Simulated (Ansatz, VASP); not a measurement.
**LiCl in VASP and in Ansatz**

Contents of INCAR:

```
SYSTEM = LiCl
PREC = Accurate
ENCUT = 520
EDIFF = 1E-6
ISMEAR = 0
SIGMA = 0.02
LREAL = .False.
LASPH = .True.
NELM = 60
ALGO = Normal
ISIF = 2
LWAVE = .False.
LCHARG = .False.
GGA = PE
NBANDS = 12
```

Contents of KPOINTS:

```
regular mesh
0
Gamma
  8 8 8
  0 0 0
```

POSCAR

```
LiCl
1.0
    0.0000000000      2.6572219532      2.6572219532
    2.6572219532      0.0000000000      2.6572219532
    2.6572219532      2.6572219532      0.0000000000
Li Cl
1 1
Direct
    0.0000000000      0.0000000000      0.0000000000
    0.5000000000      0.5000000000      0.5000000000
```

Input for Ansatz:

```yaml
crystal:
  lattice:
    - [0.0, 2.6572219532, 2.6572219532]
    - [2.6572219532, 0.0, 2.6572219532]
    - [2.6572219532, 2.6572219532, 0.0]
  atoms:
    - { symbol: Li, position: [0.0, 0.0, 0.0] }
    - { symbol: Cl, position: [0.5, 0.5, 0.5] }
basis:
  ecutwfc: 420
kpoints:
  mp_grid: { grid: [8, 8, 8] }
hamiltonian:
  xc: pbe
scf:
  occupations: { method: gaussian, width: 0.02 }
output:
  forces: true
  stress: true
  eigenvalues: true
```

Alike in both runs: task single point; functional PBE; k mesh 8 × 8 × 8; occupations gaussian, width 0.02 eV; no spin polarisation.

```csv
,VASP,Ansatz
version,VASP 6.6.1,Ansatz 0.2.0
potentials or method,"VASP PAW PBE potentials, release 64 (Li_sv, Cl), cutoff 520 eV","scalar-relativistic, plane waves, PAW"
valence electrons in the cell,10,10
```

Ansatz gave:

```
gap on the k mesh at the Fermi level (eV) : 5.77
least direct gap on the mesh (eV)         : 5.77
```

Question: Which values does VASP return?

Answer: gap on the k mesh at the Fermi level (eV): 5.78; least direct gap on the mesh (eV): 5.78.

The functional is the same, so the differences come from potentials, cutoffs and numerics.

Noted on VASP's run: the cutoff is short for stress, so the pressure is rough.
